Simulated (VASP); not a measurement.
The system is Fe.

```
Fe
1.0
    -1.43300    1.43300    1.43300
     1.43300   -1.43300    1.43300
     1.43300    1.43300   -1.43300
Fe
1
Direct
  0.00000 0.00000 0.00000
```

Base run:

- Program: VASP 6.6.1
- Functional: LDA
- Potentials or basis: VASP PAW LDA potentials, release 64 (Fe)
- Cutoff: 520 eV
- k mesh: 12 × 12 × 12
- Occupations: fermi-dirac, width 0.1 eV
- Spin: no spin polarisation

Its results: pressure -37.7 GPa.

Task: The run is repeated on the same cell with these changes: spin from no spin polarisation to collinear spin, ferromagnetic start; further incar settings from ALGO = Normal; EDIFF = 1e-06; NBANDS = 10 to ALGO = Normal; EDIFF = 1e-07; NBANDS = 14. What comes out?

Result: Pressure -23.4 GPa; net moment 2.18 μB per cell; site moments Fe +2.15 μB.
